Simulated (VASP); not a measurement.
# GaAs in VASP: a series of runs

Runs on GaAs. Level: PBE. Tasks: single point.

Everything below comes from runs of VASP 6.6.1. Logs are shortened: lines on timing, memory, paths and dates and some standing lists are left out, and cuts for length are marked.

## Step 1: The cell of the first run

The cell holds a slab with vacuum, 4 atoms: a = 4.063 Å, b = 4.063 Å, c = 18.147 Å, α = 90.00°, β = 90.00°, γ = 120.00°.

## Step 2: Single point, PBE

INCAR

```
PREC = Accurate ; ENCUT = 520
EDIFF = 1E-6 ; ISMEAR = 0
SIGMA = 0.05 ; LREAL = F
LASPH = T ; NELM = 100
ALGO = Normal ; ISIF = 2
LWAVE = F ; LCHARG = F
LDIPOL = T ; IDIPOL = 3
DIPOL = 0.5 0.5 0.504 ; GGA = PE
NBANDS = 26
```

KPOINTS

```
regular mesh
0
Gamma
  9 9 1
```

POSCAR

```
GaAs
1.0
    4.0629609254      0.0000000000      0.0000000000
   -2.0314804627      3.5186273759      0.0000000000
    0.0000000000      0.0000000000     18.1467421300
As Ga
2 2
Direct
    0.0000000000      0.0000000000      0.3857441710
    0.3333333333      0.6666666667      0.5817861127
    0.3333333333      0.6666666667      0.4314465026
    0.6666666667      0.3333333333      0.6156225381
```

Potentials or basis: VASP PAW PBE potentials, release 64 (As, Ga_d).

Run with:

```console
$ cat potpaw_PBE.64/As/POTCAR potpaw_PBE.64/Ga_d/POTCAR > POTCAR
$ mpirun -np 1 vasp_std > vasp.out
```

OUTCAR:

```text
PREC = Accurate
   ENCUT = 520
   EDIFF = 1E-6
   ISMEAR = 0
   LREAL = F
   LASPH = T
   NELM = 100
   ISIF = 2
   GGA = PE

 ion  position               nearest neighbor table
   1  0.000  0.000  0.386-   3 2.49   3 2.49   3 2.49
   2  0.333  0.667  0.582-   4 2.42   4 2.42   4 2.42   3 2.73
   3  0.333  0.667  0.431-   1 2.49   1 2.49   1 2.49   2 2.73
   4  0.667  0.333  0.616-   2 2.42   2 2.42   2 2.42

  LATTYP: Found a hexagonal cell.
 ALAT       =     4.0629609254
 C/A-ratio  =     4.4663836210

  Lattice vectors:

 A1 = (   4.0629609254,   0.0000000000,   0.0000000000)
 A2 = (  -2.0314804627,   3.5186273759,   0.0000000000)
 A3 = (   0.0000000000,   0.0000000000,  18.1467421300)

Analysis of symmetry for initial positions (statically):
=====================================================================
 Subroutine PRICEL returns:
 Original cell was already a primitive cell.

 Routine SETGRP: Setting up the symmetry group for a
 hexagonal supercell.

 Subroutine GETGRP returns: Found  6 space group operations
 (whereof  6 operations were pure point group operations)
 out of a pool of 24 trial point group operations.

The static configuration has the point symmetry C_3v.

Analysis of symmetry for dynamics (positions and initial velocities):
=====================================================================
 Subroutine PRICEL returns:
 Original cell was already a primitive cell.

 Routine SETGRP: Setting up the symmetry group for a
 hexagonal supercell.

 Subroutine GETGRP returns: Found  6 space group operations
 (whereof  6 operations were pure point group operations)
 out of a pool of 24 trial point group operations.

The dynamic configuration has the point symmetry C_3v.

 Subroutine INISYM returns: Found  6 space group operations
 (whereof  6 operations are pure point group operations),
 and found     1 'primitive' translations

----------------------------------------------------------------------------------------

                                     Primitive cell

  volume of cell :     259.4267

  direct lattice vectors                    reciprocal lattice vectors
     4.062960925  0.000000000  0.000000000     0.246125921  0.142100867  0.000000000
    -2.031480463  3.518627376  0.000000000     0.000000000  0.284201734  0.000000000
     0.000000000  0.000000000 18.146742130     0.000000000  0.000000000  0.055106310
[... 79 lines left out ...]
   IBRION =     -1    ionic relax: 0-MD 1-quasi-New 2-CG
   NFREE  =      0    steps in history (QN), initial steepest desc. (CG)
   ISIF   =      2    stress and relaxation
   ISYM   =      2    0-nonsym 1-usesym 2-fastsym
   POTIM  = 0.5000    time-step for ionic-motion
   TEBEG  =    0.0;   TEEND  =   0.0 temperature during run
   PSTRESS=    0.0 pullay stress
   NELECT =      36.0000    total number of electrons
   NUPDOWN=      -1.0000    fix difference up-down
   EMIN   =  10.00;   EMAX   =-10.00  energy-range for DOS
   EFERMI =   0.00;   METHOD = LEGACY
   ISMEAR =     0;   SIGMA  =   0.05  broadening in eV -4-tet -1-fermi 0-gaus
   EFERMI_NEDOS =   21; number of points for ismear=-14 and -15
   IALGO  =     38    algorithm
   IMIX   =      4    mixing-type and parameters
     AMIX     =   0.40;   BMIX     =  1.00
     AMIX_MAG =   1.60;   BMIX_MAG =  1.00
  volume/ion in A,a.u.               =      64.86       437.67
  Fermi-wavevector in a.u.,A,eV,Ry     =   0.847561  1.601657  9.773869  0.718359
  Thomas-Fermi vector in A             =   1.963086
   LORBIT       =      0    0 simple, 1 ext, 2 COOP (PROOUT), +10 PAW based schemes
   GGA     = PE    functional components
   LHFCALC =     F    Hartree Fock is set to
   AEXX    =    0.0000 exact exchange contribution
   IVDW    =     0    specifies the selected vdW correction
   LEPSILON=     F    determine dielectric tensor
   LRPA    =     F    only Hartree local field effects (RPA)
 non-spin polarized calculation
 Gauss-broadening in eV      SIGMA  =   0.05
  energy-cutoff  :      520.00
  volume of cell :      259.43
 maximum number of plane-waves:      7035
 NGX is ok and might be reduce to    30
   NGX = 15   NGY = 15   NGZ = 67

 number of electron      35.9999990 magnetization

 dipolmoment           0.000000      0.000000     -0.164010 electrons x Angstroem

 Free energy of the ion-electron system (eV)
  ---------------------------------------------------
  ext. energy  EPLUGINS =         0.00000000
  ---------------------------------------------------
  free energy    TOTEN  =       -15.13932995 eV

  energy without entropy =      -15.13863340  energy(sigma->0) =      -15.13898167

 E-fermi :  -1.3426     XC(G=0):  -4.1934

 val. band max:       -1.3425876277   @ k =   0.0000   0.0000   0.0000
 cond. band min:      -1.3425858685   @ k =   0.0000   0.0000   0.0000
 fundamental gap:      0.0000017591
 Fermi energy:        -1.3425869537

 k-point     1 :       0.0000    0.0000    0.0000
  band No.  band energies     occupation
      1     -17.2485      2.00000
      2     -17.1596      2.00000
      3     -17.1596      2.00000
      4     -17.1000      2.00000
      5     -17.1000      2.00000
      6     -15.8747      2.00000
[... 337 lines left out ...]
     25       4.8896      0.00000
     26       5.0572      0.00000

------------------------ aborting loop because EDIFF is reached ----------------------------------------

 vacuum level on the upper side and lower side of the slab       (xc-potential included)        -1.017         0.990

  FORCE on cell =-STRESS in cart. coord.  units (eV):
  Direction    XX          YY          ZZ          XY          YZ          ZX
  --------------------------------------------------------------------------------------
  -------------------------------------------------------------------------------------
  Total       -0.1748904     -0.1748904     -0.3960588     -0.0000000     -0.0000000     -0.0000000
  in kB       -1.0800950     -1.0800950     -2.4459956     -0.0000000     -0.0000000     -0.0000000
  external PRESSURE =      -1.5353952 kB  Pullay stress =       0.0000000 kB

 VOLUME and BASIS-vectors are now :
 -----------------------------------------------------------------------------
  energy-cutoff  :      520.00
  volume of cell :      259.43
      direct lattice vectors                 reciprocal lattice vectors
     4.062960925  0.000000000  0.000000000     0.246125921  0.142100867  0.000000000
    -2.031480463  3.518627376  0.000000000     0.000000000  0.284201734  0.000000000
     0.000000000  0.000000000 18.146742130     0.000000000  0.000000000  0.055106310

 POSITION                                       TOTAL-FORCE (eV/Angst)
 -----------------------------------------------------------------------------------
      0.00000      0.00000      7.00000        -0.000000      0.000000      0.492880
     -0.00000      2.34575     10.55752        -0.000000      0.000000     -0.034024
     -0.00000      2.34575      7.82935        -0.000000     -0.000000     -0.489571
      2.03148      1.17288     11.17154         0.000000     -0.000000      0.030715
 -----------------------------------------------------------------------------------
    total drift:                               -0.000003      0.000001      0.000321

  FREE ENERGIE OF THE ION-ELECTRON SYSTEM (eV)
  ---------------------------------------------------
  free  energy   TOTEN  =       -15.1393299461 eV

  energy  without entropy=      -15.1386333960  energy(sigma->0) =      -15.13898167

 vacuum level on the upper side and lower side of the slab         1.935         4.007
```

Wall time 2.7 min (1 thread of Intel Xeon Platinum 8259CL at 2.50GHz (Skylake/Cascade Lake), shared host); peak memory 0.37 GiB.

What came out:

```yaml
Free_energy: -15.1393 eV
Largest_force: 0.493 eV/Å
Band_gap_on_the_k_mesh: zero (filled and empty bands touch)
```

Forces in eV/Å, atoms in the order of the input:
```
As   0.000  0.000  0.493
As   0.000  0.000 -0.034
Ga   0.000  0.000 -0.490
Ga   0.000  0.000  0.031
```

## Step 3: Single point, PBE

This run uses another cell than the first one, of 70.31 Å³/atom, 1.084 times its volume.

INCAR

```
PREC = Accurate
ENCUT = 520
EDIFF = 1E-7
ISMEAR = 0
SIGMA = 0.05
LREAL = False
LASPH = True
NELM = 60
ALGO = Normal
ISIF = 2
LWAVE = False
LCHARG = True
LDIPOL = True
IDIPOL = 3
DIPOL = 0.5 0.5 0.312
GGA = PE
LELF = True
LVHAR = True
LVACPOTAV = True
NBANDS = 26
```

KPOINTS is that of step 2.

POSCAR

```
GaAs
1.0
    4.0629609254      0.0000000000      0.0000000000
   -2.0314804627      3.5186273759      0.0000000000
    0.0000000000      0.0000000000     19.6715434482
As Ga
2 2
Direct
    0.0000000000      0.0000000000      0.2033394080
    0.3333333333      0.6666666667      0.3841855411
    0.3333333333      0.6666666667      0.2454992126
    0.6666666667      0.3333333333      0.4153992019
```

Potentials or basis: VASP PAW PBE potentials, release 64 (As, Ga_d).

Run with:

```console
$ cat potpaw_PBE.64/As/POTCAR potpaw_PBE.64/Ga_d/POTCAR > POTCAR
$ mpirun -np 1 vasp_std > vasp.out
```

It took 3.1 min on 1 thread of Intel Xeon Platinum 8259CL at 2.50GHz (Skylake/Cascade Lake), shared host; peak memory 0.37 GiB.

It converged, with:

```
Free energy            : -15.1394 eV
Largest force          : 0.494 eV/Å
Band gap on the k mesh : zero (filled and empty bands touch)
```

Forces in eV/Å, atoms in the order of the input:
```
As   0.000  0.000  0.494
As   0.000  0.000 -0.033
Ga   0.000  0.000 -0.489
Ga   0.000  0.000  0.028
```

Levels at points of the mesh, in eV from the Fermi level:
| k point | band 14 | band 15 | band 16 | band 17 | band 18 | band 19 | band 20 | band 21 | band 22 | band 23 |
| --- | --- | --- | --- | --- | --- | --- | --- | --- | --- | --- |
| (0.00, 0.00, 0.00) | -2.33 | -1.76 | -1.76 | -0.19 | 0.00 | 0.00 | 1.04 | 1.89 | 3.41 | 3.41 |
